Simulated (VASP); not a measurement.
Write the native input for VASP 6.6.1 that does the following.

```
Task                   : single point
Functional             : PBEsol
Potentials or basis    : VASP PAW PBE potentials, release 64 (Pr)
Cutoff                 : 520 eV
k mesh                 : 9 × 9 × 9
Occupations            : fermi-dirac, width 0.05 eV
Spin                   : collinear spin, ferromagnetic start
Starting moments       : [3.5] μB
Dipole correction      : no
Further INCAR settings : ALGO = Fast; EDIFF = 1e-07; NBANDS = 16
```

The structure of Pr lies in POSCAR:

```
Pr
1.0
   -2.0973721543      2.0973721543      2.0973721543
    2.0973721543     -2.0973721543      2.0973721543
    2.0973721543      2.0973721543     -2.0973721543
Pr
1
Direct
    0.0000000000      0.0000000000      0.0000000000
```

These files were run (other wordings do the same):

INCAR

```
  ALGO = Fast
  EDIFF = 1E-7
  ENCUT = 520
  GGA = PS
  ISIF = 2
  ISMEAR = -1
  ISPIN = 2
  LASPH = T
  LCHARG = F
  LMAXMIX = 6
  LORBIT = 11
  LREAL = F
  LWAVE = F
  MAGMOM = 3.5
  NBANDS = 16
  NELM = 150
  PREC = Accurate
  SIGMA = 0.05
```

KPOINTS

```
k-points
0
Gamma
  9 9 9
```

Potentials or basis: VASP PAW PBE potentials, release 64 (Pr).

Run with:

```console
$ cat potpaw_PBE.64/Pr/POTCAR > POTCAR
$ mpirun -np 1 vasp_std > vasp.out
```

Results of the run:

The pressure is -4.4 GPa, the net moment is 2.80 μB per cell and the site moments are Pr +2.25 μB. The valence electrons inside the program's atomic spheres are Pr 9.96.

Caveat: the magnetic or orbital state may not be the lowest; the PAW data sets were made with another functional, which shifts forces and pressure a little.

Run time: 110 s on 1 thread of Intel(R) Xeon(R) Platinum 8488C (Sapphire Rapids), with other jobs on the host, peak memory 0.2 GiB.
